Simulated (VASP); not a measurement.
The system is AlN.

```
CELL_PARAMETERS angstrom
3.13019 0.00000 0.00000
-1.56510 2.71083 0.00000
0.00000 0.00000 15.05456
ATOMIC_POSITIONS crystal
Al 0.00000 0.00000 0.00000
Al 0.33333 0.66667 0.16667
Al 0.00000 0.00000 0.33333
Al 0.33333 0.66667 0.50000
Al 0.00000 0.00000 0.66667
Al 0.66667 0.33333 0.83333
N 0.00000 0.00000 0.12500
N 0.33333 0.66667 0.29167
N 0.00000 0.00000 0.45833
N 0.33333 0.66667 0.62500
N 0.00000 0.00000 0.79167
N 0.66667 0.33333 0.95833
```

- Program: VASP 6.6.1
- Task: relaxation of cell and atoms
- Functional: PBE
- Potentials or basis: VASP PAW PBE potentials, release 64 (Al, N)
- Cutoff: 600 eV
- k mesh: 12 × 12 × 2
- Occupations: gaussian, width 0.02 eV
- Spin: no spin polarisation

At the start: pressure -0.1 GPa; volume 10.65 Å³/atom.

Where does the relaxation end?

Over 11 steps the energy falls by 2.8 meV/atom and the volume is 10.63 Å³/atom (-0.1 %); space group P3m1 (No. 156, to 0.1 Å) before and after.

The path:
| step | energy change (eV) | largest force (eV/Å) | pressure (GPa) | volume (Å³) |
| --- | --- | --- | --- | --- |
| 1 | 0.0000 | 0.5178 | -0.09 | 127.74 |
| 2 | -0.0055 | 0.3692 | 0.14 | 127.62 |
| 3 | -0.0327 | 0.0626 | -0.09 | 127.69 |
| 4 | -0.0327 | 0.0681 | -0.09 | 127.69 |
| 5 | -0.0332 | 0.0425 | 0.06 | 127.58 |
| 6 | -0.0333 | 0.0506 | 0.11 | 127.55 |
| 7 | -0.0335 | 0.0271 | -0.03 | 127.63 |
| 8 | -0.0335 | 0.0291 | -0.03 | 127.64 |
| 9 | -0.0336 | 0.0230 | -0.02 | 127.63 |
| 10 | -0.0336 | 0.0311 | -0.01 | 127.62 |
| 11 | -0.0336 | 0.0093 | 0.02 | 127.60 |

Final structure:
```
Al N
1.0
     3.12145    0.00000    0.00000
    -1.56073    2.70326    0.00000
     0.00000    0.00000   15.12209
Al N
6 6
Direct
  0.00000 0.00000 0.99908
  0.33333 0.66667 0.16669
  0.00000 0.00000 0.33288
  0.33333 0.66667 0.49909
  0.00000 0.00000 0.66535
  0.66667 0.33333 0.83296
  0.00000 0.00000 0.12588
  0.33333 0.66667 0.29276
  0.00000 0.00000 0.45896
  0.33333 0.66667 0.62521
  0.00000 0.00000 0.79216
  0.66667 0.33333 0.95900
```
